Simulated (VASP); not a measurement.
# Tl (Fm-3m) in VASP: a series of runs

The runs below take Tl through single point, with PBE.

Everything below comes from runs of VASP 6.6.1. Logs are shortened: lines on timing, memory, paths and dates and some standing lists are left out, and cuts for length are marked.

## Step 1: The cell of the first run

Symmetry: Fm-3m, No. 225, cubic system. Conventional cell: a = 4.987 Å, b = 4.987 Å, c = 4.987 Å, α = 90.00°, β = 90.00°, γ = 90.00°. Tl (site symmetry m-3m) has 12 Tl at 3.53 Å within 4.6 Å.

## Step 2: Single point, PBE

Input file INCAR:

```
SYSTEM = Tl
  ALGO = Normal
  EDIFF = 1E-6
  ENCUT = 520
  GGA = PE
  ISIF = 2
  ISMEAR = -1
  LASPH = .TRUE.
  LCHARG = .FALSE.
  LREAL = .FALSE.
  LWAVE = .FALSE.
  NBANDS = 12
  NELM = 80
  PREC = Accurate
  SIGMA = 0.15
```

Input file KPOINTS:

```
k-points
0
G
  4 4 4
  0 0 0
```

Input file POSCAR:

```
Tl
1.0
    0.0000000000      2.4933000000      2.4933000000
    2.4933000000      0.0000000000      2.4933000000
    2.4933000000      2.4933000000      0.0000000000
Tl
1
Direct
    0.0000000000      0.0000000000      0.0000000000
```

Potentials or basis: VASP PAW PBE potentials, release 64 (Tl_d).

Run with:

```bash
> cat potpaw_PBE.64/Tl_d/POTCAR > POTCAR
> mpirun -np 1 vasp_std > vasp.out
```

OUTCAR:

```text
SYSTEM = Tl
   EDIFF = 1E-6
   ENCUT = 520
   GGA = PE
   ISIF = 2
   ISMEAR = -1
   LASPH = .TRUE.
   LREAL = .FALSE.
   NELM = 80
   PREC = Accurate

 ion  position               nearest neighbor table
   1  0.000  0.000  0.000-

  LATTYP: Found a face centered cubic cell.
 ALAT       =     4.9866000000

  Lattice vectors:

 A1 = (   0.0000000000,   2.4933000000,   2.4933000000)
 A2 = (   2.4933000000,   0.0000000000,   2.4933000000)
 A3 = (   2.4933000000,   2.4933000000,   0.0000000000)

Analysis of symmetry for initial positions (statically):
=====================================================================
 Subroutine PRICEL returns:
 Original cell was already a primitive cell.

 Routine SETGRP: Setting up the symmetry group for a
 face centered cubic supercell.

 Subroutine GETGRP returns: Found 48 space group operations
 (whereof 48 operations were pure point group operations)
 out of a pool of 48 trial point group operations.

The static configuration has the point symmetry O_h .

Analysis of symmetry for dynamics (positions and initial velocities):
=====================================================================
 Subroutine PRICEL returns:
 Original cell was already a primitive cell.

 Routine SETGRP: Setting up the symmetry group for a
 face centered cubic supercell.

 Subroutine GETGRP returns: Found 48 space group operations
 (whereof 48 operations were pure point group operations)
 out of a pool of 48 trial point group operations.

The dynamic configuration has the point symmetry O_h .

 Subroutine INISYM returns: Found 48 space group operations
 (whereof 48 operations are pure point group operations),
 and found     1 'primitive' translations

----------------------------------------------------------------------------------------

                                     Primitive cell

  volume of cell :      30.9994

  direct lattice vectors                    reciprocal lattice vectors
     0.000000000  2.493300000  2.493300000    -0.200537440  0.200537440  0.200537440
     2.493300000  0.000000000  2.493300000     0.200537440 -0.200537440  0.200537440
     2.493300000  2.493300000  0.000000000     0.200537440  0.200537440 -0.200537440

  length of vectors
     3.526058675  3.526058675  3.526058675     0.347341035  0.347341035  0.347341035

  position of ions in fractional coordinates (direct lattice)
     0.000000000  0.000000000  0.000000000

  ion indices of the primitive-cell ions
   primitive index   ion index
                 1           1

----------------------------------------------------------------------------------------

 KPOINTS: k-points

Automatic generation of k-mesh.
 Grid dimensions read from file:
 generate k-points for:    4    4    4

 Generating k-lattice:

  Cartesian coordinates                     Fractional coordinates (reciprocal lattice)
    -0.050134360  0.050134360  0.050134360     0.250000000  0.000000000  0.000000000
     0.050134360 -0.050134360  0.050134360     0.000000000  0.250000000  0.000000000
     0.050134360  0.050134360 -0.050134360     0.000000000  0.000000000  0.250000000

  Length of vectors
     0.086835259  0.086835259  0.086835259

  Shift w.r.t. Gamma in fractional coordinates (k-lattice)
     0.000000000  0.000000000  0.000000000

 Subroutine IBZKPT returns following result:
 ===========================================

 Found      8 irreducible k-points:

 Following reciprocal coordinates:
            Coordinates               Weight
  0.000000  0.000000  0.000000      1.000000
  0.250000  0.000000  0.000000      8.000000
  0.500000  0.000000  0.000000      4.000000
  0.250000  0.250000  0.000000      6.000000
  0.500000  0.250000  0.000000     24.000000
 -0.250000  0.250000  0.000000     12.000000
  0.500000  0.500000  0.000000      3.000000
 -0.250000  0.500000  0.250000      6.000000
   k-points           NKPTS =      8   k-points in BZ     NKDIM =      8   number of bands    NBANDS=     12
   number of dos      NEDOS =    301   number of ions     NIONS =      1
   total plane-waves  NPLWV =  21952
   dimension x,y,z NGX =    28 NGY =   28 NGZ =   28
   dimension x,y,z NGXF=    56 NGYF=   56 NGZF=   56
   ions per type =               1
   NGX,Y,Z   is equivalent  to a cutoff of  13.20, 13.20, 13.20 a.u.
   NGXF,Y,Z  is equivalent  to a cutoff of  26.40, 26.40, 26.40 a.u.
 SYSTEM =  Tl
   PREC   = accura    normal or accurate (medium, high low for compatibility)
   ISTART =      0    job   : 0-new  1-cont  2-samecut
   ICHARG =      2    charge: 1-file 2-atom 10-const
   ISPIN  =      1    spin polarized calculation?
   LNONCOLLINEAR =      F non collinear calculations
   LSORBIT =      F    spin-orbit coupling
   LASPH  =      T    aspherical Exc in radial PAW
   ENCUT  =  520.0 eV  38.22 Ry    6.18 a.u.   6.56  6.56  6.56*2*pi/ulx,y,z
   NELM   =     80;   NELMIN=  2; NELMDL= -5     # of ELM steps
   EDIFF  = 0.1E-05   stopping-criterion for ELM
   LREAL  =      F    real-space projection
   EDIFFG = 0.1E-04   stopping-criterion for IOM
   NSW    =      0    number of steps for IOM
   IBRION =     -1    ionic relax: 0-MD 1-quasi-New 2-CG
   NFREE  =      0    steps in history (QN), initial steepest desc. (CG)
   ISIF   =      2    stress and relaxation
   ISYM   =      2    0-nonsym 1-usesym 2-fastsym
   POTIM  = 0.5000    time-step for ionic-motion
   TEBEG  =    0.0;   TEEND  =   0.0 temperature during run
   PSTRESS=    0.0 pullay stress
   NELECT =      13.0000    total number of electrons
   NUPDOWN=      -1.0000    fix difference up-down
   EMIN   =  10.00;   EMAX   =-10.00  energy-range for DOS
   EFERMI =   0.00;   METHOD = LEGACY
   ISMEAR =    -1;   SIGMA  =   0.15  broadening in eV -4-tet -1-fermi 0-gaus
   EFERMI_NEDOS =   21; number of points for ismear=-14 and -15
   IALGO  =     38    algorithm
   IMIX   =      4    mixing-type and parameters
     AMIX     =   0.40;   BMIX     =  1.00
     AMIX_MAG =   1.60;   BMIX_MAG =  1.00
  volume/ion in A,a.u.               =      31.00       209.19
  Fermi-wavevector in a.u.,A,eV,Ry     =   1.225382  2.315636 20.429970  1.501560
  Thomas-Fermi vector in A             =   2.360422
   LORBIT       =      0    0 simple, 1 ext, 2 COOP (PROOUT), +10 PAW based schemes
   GGA     = PE    functional components
   LHFCALC =     F    Hartree Fock is set to
   AEXX    =    0.0000 exact exchange contribution
   IVDW    =     0    specifies the selected vdW correction
   LEPSILON=     F    determine dielectric tensor
   LRPA    =     F    only Hartree local field effects (RPA)
 non-spin polarized calculation
  energy-cutoff  :      520.00
  volume of cell :       31.00
 maximum number of plane-waves:       869
 NGX is ok and might be reduce to    28
   NGX = 13   NGY = 13   NGZ = 13

 number of electron      13.0000001 magnetization

 Free energy of the ion-electron system (eV)
  ---------------------------------------------------
  ext. energy  EPLUGINS =         0.00000000
  ---------------------------------------------------
  free energy    TOTEN  =        -2.22627398 eV

  energy without entropy =       -2.20076775  energy(sigma->0) =       -2.21352087

 E-fermi :   5.8916     XC(G=0):  -9.7858

 val. band max:        5.1935215337   @ k =   0.5000   0.2500   0.0000
 cond. band min:       6.2238451159   @ k =  -0.2500   0.5000   0.2500
 fundamental gap:      1.0303235823
 Fermi energy:         5.8915663987

 k-point     1 :       0.0000    0.0000    0.0000
  band No.  band energies     occupation
      1      -5.7383      2.00000
      2      -5.7383      2.00000
      3      -5.7383      2.00000
      4      -5.5136      2.00000
      5      -5.5136      2.00000
      6      -3.7495      2.00000
      7      15.3650      0.00000
      8      15.3650      0.00000
      9      15.3650      0.00000
     10      16.6021      0.00000
     11      19.1236      0.00000
     12      20.1140      0.00000

 k-point     2 :       0.2500    0.0000    0.0000
  band No.  band energies     occupation
      1      -5.7937      2.00000
      2      -5.6846      2.00000
      3      -5.6846      2.00000
      4      -5.4647      2.00000
      5      -5.4647      2.00000
      6      -2.4741      2.00000
      7       8.5808      0.00000
      8      14.3264      0.00000
      9      14.3264      0.00000
     10      16.2331      0.00000
     11      18.6905      0.00000
     12      19.7244      0.00000

 k-point     3 :       0.5000    0.0000    0.0000
  band No.  band energies     occupation
      1      -5.8821      2.00000
      2      -5.7274      2.00000
      3      -5.7274      2.00000
      4      -5.3104      2.00000
      5      -5.3104      2.00000
      6       0.4294      2.00000
      7       3.1803      2.00000
      8      13.4543      0.00000
      9      13.4543      0.00000
     10      16.0187      0.00000
     11      17.4194      0.00000
     12      18.6841      0.00000

 k-point     4 :       0.2500    0.2500    0.0000
  band No.  band energies     occupation
      1      -5.8816      2.00000
      2      -5.7026      2.00000
      3      -5.5113      2.00000
      4      -5.5113      2.00000
      5      -5.4202      2.00000
      6      -2.0684      2.00000
      7      10.4035      0.00000
      8      11.7177      0.00000
      9      11.7177      0.00000
     10      14.8435      0.00000
     11      15.0050      0.00000
     12      23.5939      0.00000

 k-point     5 :       0.5000    0.2500    0.0000
  band No.  band energies     occupation
      1      -5.8815      2.00000
      2      -5.7202      2.00000
      3      -5.5206      2.00000
      4      -5.4722      2.00000
      5      -5.2975      2.00000
      6       0.6172      2.00000
      7       5.1935      1.98113
      8       8.7923      0.00000
      9      11.1313      0.00000
     10      14.2294      0.00000
     11      19.0797      0.00000
     12      21.8721      0.00000

 k-point     6 :      -0.2500    0.2500    0.0000
  band No.  band energies     occupation
      1      -5.7635      2.00000
      2      -5.6960      2.00000
      3      -5.5570      2.00000
      4      -5.4878      2.00000
      5      -5.4531      2.00000
      6      -0.4510      2.00000
      7       6.7263      0.00763
      8       8.1283      0.00000
      9      13.2776      0.00000
     10      15.4522      0.00000
     11      20.0135      0.00000
     12      21.1104      0.00000

 k-point     7 :       0.5000    0.5000    0.0000
  band No.  band energies     occupation
      1      -6.0220      2.00000
      2      -5.9280      2.00000
      3      -5.3253      2.00000
      4      -5.2583      2.00000
      5      -5.2583      2.00000
      6       1.9677      2.00000
      7       4.1865      1.99998
      8       9.6609      0.00000
      9       9.6609      0.00000
     10      12.8787      0.00000
     11      14.2646      0.00000
     12      25.3044      0.00000

 k-point     8 :      -0.2500    0.5000    0.2500
  band No.  band energies     occupation
      1      -5.7688      2.00000
      2      -5.6771      2.00000
      3      -5.6771      2.00000
      4      -5.4583      2.00000
      5      -5.2583      2.00000
      6       2.0560      2.00000
      7       6.2238      0.19679
      8       6.2238      0.19679
      9       7.8353      0.00000
     10      18.4264      0.00000
     11      19.4947      0.00000
     12      19.4947      0.00000

------------------------ aborting loop because EDIFF is reached ----------------------------------------

  FORCE on cell =-STRESS in cart. coord.  units (eV):
  Direction    XX          YY          ZZ          XY          YZ          ZX
  --------------------------------------------------------------------------------------
  -------------------------------------------------------------------------------------
  Total        0.1364349      0.1364349      0.1364349     -0.0000000      0.0000000     -0.0000000
  in kB        7.0515176      7.0515176      7.0515176     -0.0000000      0.0000000     -0.0000000
  external PRESSURE =       7.0515176 kB  Pullay stress =       0.0000000 kB

 VOLUME and BASIS-vectors are now :
 -----------------------------------------------------------------------------
  energy-cutoff  :      520.00
  volume of cell :       31.00
      direct lattice vectors                 reciprocal lattice vectors
     0.000000000  2.493300000  2.493300000    -0.200537440  0.200537440  0.200537440
     2.493300000  0.000000000  2.493300000     0.200537440 -0.200537440  0.200537440
     2.493300000  2.493300000  0.000000000     0.200537440  0.200537440 -0.200537440

 POSITION                                       TOTAL-FORCE (eV/Angst)
 -----------------------------------------------------------------------------------
      0.00000      0.00000      0.00000        -0.000000     -0.000000     -0.000000
 -----------------------------------------------------------------------------------
    total drift:                               -0.000000     -0.000000     -0.000000

  FREE ENERGIE OF THE ION-ELECTRON SYSTEM (eV)
  ---------------------------------------------------
  free  energy   TOTEN  =        -2.2262739833 eV

  energy  without entropy=       -2.2007677468  energy(sigma->0) =       -2.21352087
```

Run time: 4.5 s. Hardware: 1 thread of Intel Xeon Platinum 8488C (Sapphire Rapids), shared host; peak memory 0.15 GiB.

Results:

```yaml
Free_energy: -2.2263 eV
Pressure: 0.7 GPa
```

Caveat: the k points lie up to 0.55 Å⁻¹ apart; spin-orbit coupling is left out, which moves the levels of the heavy elements.

## Step 3: Single point, PBE, non-collinear spin, zero start, spin-orbit coupling

Input file INCAR:

```
PREC = Accurate
ENCUT = 520
EDIFF = 1E-6
ISMEAR = -1
SIGMA = 0.15
LREAL = F
LASPH = T
NELM = 150
ALGO = Normal
ISIF = 2
LWAVE = F
LCHARG = T
MAGMOM = 0 0 0
LORBIT = 11
LSORBIT = T
GGA_COMPAT = F
LORBMOM = T
GGA = PE
LVHAR = T
NBANDS = 24
```

Input file KPOINTS:

```
Automatic mesh
0
Gamma
  4 4 4
```

POSCAR is that of step 2.

Potentials or basis: VASP PAW PBE potentials, release 64 (Tl_d).

Run with:

```bash
> cat potpaw_PBE.64/Tl_d/POTCAR > POTCAR
> mpirun -np 1 vasp_ncl > vasp.out
```

Run time: 20 s. Hardware: 1 thread of Intel Xeon Platinum 8488C (Sapphire Rapids), shared host; peak memory 0.23 GiB.

Results (log left out):

| Property | Result |
| --- | --- |
| Free energy | -2.5244 eV |
| Pressure | 0.4 GPa |
| Net moment | 0.00 μB per cell |
| Valence electrons inside the program's atomic spheres | Tl 11.20 |

Moments on the atoms (μB; x, y, z):
```
Tl  0.00 0.00 0.00
```

Caveat: the k points lie up to 0.55 Å⁻¹ apart.

## Step 4: Single point, PBE, non-collinear spin, zero start, spin-orbit coupling

Input file INCAR:

```
SYSTEM = Tl
PREC = Accurate
ENCUT = 520
EDIFF = 1E-6
ISMEAR = -1
SIGMA = 0.15
LREAL = .FALSE.
LASPH = .TRUE.
NELM = 150
ALGO = Normal
ISIF = 2
LWAVE = .FALSE.
LCHARG = .FALSE.
MAGMOM = 0 0 0
LORBIT = 11
LSORBIT = .TRUE.
GGA_COMPAT = .FALSE.
LORBMOM = .TRUE.
GGA = PE
NBANDS = 24
```

Input file KPOINTS:

```
Automatic mesh
0
G
  4 4 4
  0 0 0
```

POSCAR is that of step 3.

Run with:

```bash
> cat potpaw_PBE.64/Tl_d/POTCAR > POTCAR
> mpirun -np 1 vasp_ncl > vasp.out
```

Run time: 20 s. Hardware: 1 thread of Intel Xeon Platinum 8488C (Sapphire Rapids), shared host; peak memory 0.23 GiB.

The run converged. Its results:

```yaml
Free_energy: -2.5244 eV
Pressure: 0.4 GPa
Net_moment: 0.00 μB per cell
Valence_electrons_inside_the_program's_atomic_spheres: Tl 11.20
```

Moments on the atoms (μB; x, y, z):
```
Tl  0.00 0.00 0.00
```

Caveat: the k points lie up to 0.55 Å⁻¹ apart.
